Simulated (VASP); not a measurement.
Here is a VASP 6.6.1 calculation.

File INCAR:

```
SYSTEM = MnO
PREC = Accurate
ENCUT = 600
EDIFF = 1E-6
ISMEAR = 0
SIGMA = 0.05
LREAL = .False.
LASPH = .True.
NELM = 200
ALGO = Normal
ISIF = 2
LWAVE = .False.
LCHARG = .False.
ISPIN = 2
MAGMOM = 5 5 0 0
LORBIT = 11
LMAXMIX = 4
LDAU = .True.
LDAUTYPE = 2
LDAUL = 2 -1
LDAUU = 6 0
LDAUJ = 0 0
LDAUPRINT = 1
NBANDS = 31
GGA_COMPAT = .False.
```

The input KPOINTS:

```
Automatic mesh
0
Gamma
  7 7 7
  0 0 0
```

Contents of POSCAR:

```
MnO
1.0
    2.6723886600      0.0000000000      2.6723886600
    0.0000000000      2.6723886600      2.6723886600
    0.0000000000      0.0000000000      5.3447773200
Mn O
2 2
Direct
    0.0000000000      0.0000000000      0.0000000000
    0.0000000000      0.0000000000      0.5000000000
    0.5000000000      0.5000000000      0.7500000000
    0.5000000000      0.5000000000      0.2500000000
```

Potentials or basis: VASP PAW LDA potentials, release 64 (Mn_pv, O).

Launch:

```sh
$ cat potpaw_LDA.64/Mn_pv/POTCAR potpaw_LDA.64/O/POTCAR > POTCAR
$ mpirun -np 1 vasp_std > vasp.out
```

Task: Predict the pressure.

Result: 10.0 GPa.

Task: What does it give for the site moments?

Result: Mn +4.64; O +0.16 μB.

Eigenvalues of the final occupation matrices:
| site | spin | trace | eigenvalues |
| --- | --- | --- | --- |
| site 1 d | 1 | 4.80 | 0.94 0.94 0.97 0.97 0.97 |
| site 1 d | 2 | 0.21 | 0.02 0.02 0.06 0.06 0.06 |
| site 2 d | 1 | 4.80 | 0.94 0.94 0.97 0.97 0.97 |
| site 2 d | 2 | 0.21 | 0.02 0.02 0.06 0.06 0.06 |

 The state reached can hang on the start; a lower one may exist.
